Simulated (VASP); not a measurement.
Input of a VASP 6.6.1 run:

File INCAR:

```
SYSTEM = Ag
PREC = Accurate ; ENCUT = 520
EDIFF = 1E-7 ; ISMEAR = 0
SIGMA = 0.15 ; LREAL = .FALSE.
LASPH = .TRUE. ; NELM = 100
ALGO = Normal ; ISIF = 2
LWAVE = .FALSE. ; LCHARG = .FALSE.
GGA = PE ; NBANDS = 12
```

Contents of KPOINTS:

```
regular mesh
0
G
  10 10 10
  0 0 0
```

The input POSCAR:

```
Ag
1.0
    0.0000000000      2.0431000000      1.9409450000
    2.0431000000      0.0000000000      1.9409450000
    2.0431000000      2.0431000000      0.0000000000
Ag
1
Direct
    0.0000000000      0.0000000000      0.0000000000
```

Potentials or basis: VASP PAW PBE potentials, release 64 (Ag).

Command:

```sh
$ cat potpaw_PBE.64/Ag/POTCAR > POTCAR
$ mpirun -np 1 vasp_std > vasp.out
```

Estimate the pressure.

11.8 GPa.

Stress tensor (GPa, compression positive):
```
11.46  0.00  0.00
 0.00 11.46  0.00
 0.00  0.00 12.58
```

Caveat: the cell differs from its parent crystal (strain -0.0500 x Voigt [0, 0, 1, 0, 0, 0]).
